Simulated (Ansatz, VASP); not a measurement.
One calculation of TaGe3Pd2, two programs

```
Ta Ge Pd
1.0
     3.11151    0.00000    0.00000
     0.00000    3.11151    0.00000
     0.00000    0.00000   10.09536
Ta Ge Pd
1 3 2
Direct
  0.00000 0.00000 0.00000
  0.50000 0.50000 0.17134
  0.50000 0.50000 0.50000
  0.50000 0.50000 0.82866
  0.00000 0.00000 0.32149
  0.00000 0.00000 0.67851
```

Change from the starting cell: species swapped into the Mg3HgAu2 type (P4/mmm, No. 123).

Alike in both runs: functional PBE; k mesh 6 × 6 × 2; occupations gaussian, width 0.1 eV; no spin polarisation.

Ansatz relaxed the structure, and its values are those at the end. VASP's run is a single point on that final structure, the one shown.

|  | VASP | Ansatz |
| --- | --- | --- |
| version | VASP 6.6.1 | Ansatz 0.2.0 |
| potentials or method | VASP PAW PBE potentials, release 64 (Ta_pv, Ge_d, Pd), cutoff 520 eV | scalar-relativistic, plane waves, PAW |
| valence electrons in the cell | 73 | 91 |

Ansatz gave:

- gap on the k mesh at the Fermi level (eV): none
- pressure (GPa): 0.1
- rms of the force components (eV/Å): 0.012

**Question.** Estimate VASP's values.

**Answer.** gap on the k mesh at the Fermi level (eV): none; pressure (GPa): 0.2; rms of the force components (eV/Å): 0.013.

A gap of «none» marks a metal or a gap that the smearing closes. VASP's potentials hold 73 valence electrons a cell and Ansatz's 91, so a difference there can come from the potentials and not from the codes.

Neither program's run includes spin-orbit coupling.
